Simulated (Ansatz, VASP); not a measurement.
## Two plane-wave programs on As

```
As
1.0
     3.56557    0.00000    0.00000
    -1.78279    3.08788    0.00000
     0.00000    0.00000   24.02740
As
2
Direct
  0.66667 0.33333 0.63414
  0.33333 0.66667 0.69277
```

Alike in both runs: task single point; functional PBE; dispersion D4; k mesh 12 × 12 × 1; occupations gaussian, width 0.04 eV; no spin polarisation.

|  | VASP | Ansatz |
| --- | --- | --- |
| version | VASP 6.6.1 | Ansatz 0.2.0 |
| potentials or method | VASP PAW PBE potentials, release 64 (As), cutoff 400 eV | scalar-relativistic, plane waves, PAW |
| valence electrons in the cell | 10 | 30 |

```csv
,VASP,Ansatz,Ansatz less VASP
gap on the k mesh at the Fermi level (eV),1.49,1.49,-0.004
least direct gap on the mesh (eV),2.04,2.05,+0.010
rms of the force components (eV/Å),0.029,0.074,+0.0453
```

Atom by atom the forces differ by 0.045 eV/Å (rms over components). VASP's potentials hold 10 valence electrons a cell and Ansatz's 30, so a difference there can come from the potentials and not from the codes.
